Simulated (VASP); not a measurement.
Set up this calculation in VASP 6.6.1, as the native input.

```yaml
Task: relaxation of cell and atoms
Functional: PBE
Potentials_or_basis: VASP PAW PBE potentials, release 64 (Pd)
Cutoff: 600 eV
k_mesh: 12 × 12 × 12
Occupations: fermi-dirac, width 0.05 eV
Spin: no spin polarisation
Dipole_correction: no
Further_INCAR_settings: ALGO = Normal; EDIFF = 1e-06; IBRION = 2; EDIFFG = -0.02; NSW = 80; ISIF = 3
```

The structure of Pd lies in POSCAR:

```
Pd
1.0
    0.0000000000      1.9465000000      1.9465000000
    1.9465000000      0.0000000000      1.9465000000
    1.9465000000      1.9465000000      0.0000000000
Pd
1
Direct
    0.0000000000      0.0000000000      0.0000000000
```

The input as run:

INCAR

```
SYSTEM = Pd
PREC     = Accurate       ! precision mode
ENCUT    = 600            ! plane-wave cutoff, eV
EDIFF    = 1E-6           ! SCF threshold, eV
ISMEAR   = -1             ! smearing method
SIGMA    = 0.05           ! smearing width, eV
LREAL    = .FALSE.        ! projectors in reciprocal space
LASPH    = .TRUE.         ! aspherical terms in the spheres
NELM     = 100            ! most SCF steps
ALGO     = Normal         ! electronic algorithm
ISIF     = 3              ! what is computed and relaxed
LWAVE    = .FALSE.        ! write WAVECAR
LCHARG   = .FALSE.        ! write CHGCAR
GGA      = PE             ! functional
IBRION   = 2              ! ionic algorithm
NSW      = 80             ! ionic steps
EDIFFG   = -0.02          ! ionic threshold
```

KPOINTS

```
Automatic mesh
0
G
  12 12 12
  0 0 0
```

Potentials or basis: VASP PAW PBE potentials, release 64 (Pd).

Run with:

```console
$ cat potpaw_PBE.64/Pd/POTCAR > POTCAR
$ mpirun -np 1 vasp_std > vasp.out
```

Results of the run:

```json
{
 "Relaxed volume": "15.29 Å³/atom",
 "Relaxed cell": "a = 2.786 Å, b = 2.786 Å, c = 2.786 Å, α = 60.00°, β = 60.00°, γ = 60.00°",
 "Space group after relaxing (to 0.05 Å)": "Fm-3m (No. 225)",
 "Energy gained by relaxing": "10.4 meV/atom",
 "Ionic steps": "3",
 "Pressure after relaxing": "-0.1 GPa",
 "Band gap on the k mesh": "zero (band 5 reaches 9.45 eV, above the bottom of band 6 at 7.96 eV)"
}
```

Run time: 24 s on 1 thread of AMD EPYC 7R43 64-Core Processor (Zen 3) (shared host), peak memory 0.12 GiB.
